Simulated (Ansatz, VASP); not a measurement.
# LiF: VASP beside Ansatz

```
Li F
1.0
     2.58465    0.00000    0.00000
     0.00000    2.58465    0.00000
     0.00000    0.00000    2.58465
Li F
1 1
Direct
  0.00000 0.00000 0.00000
  0.50000 0.50000 0.50000
```

Alike in both runs: task single point; functional PBE; k mesh 8 × 8 × 8; occupations gaussian, width 0.1 eV; no spin polarisation.

```csv
,VASP,Ansatz
version,VASP 6.6.1,Ansatz 0.2.0
potentials or method,"VASP PAW PBE potentials, release 64 (Li_sv, F), cutoff 520 eV","scalar-relativistic, plane waves, PAW"
valence electrons in the cell,10,10
```

Ansatz gave:

```
gap on the k mesh at the Fermi level (eV) : 7.27
least direct gap on the mesh (eV)         : 7.91
```

Which values does VASP return?

gap on the k mesh at the Fermi level (eV): 7.28; least direct gap on the mesh (eV): 7.92.

Noted on VASP's run: the cutoff is short for stress, so the pressure is rough.
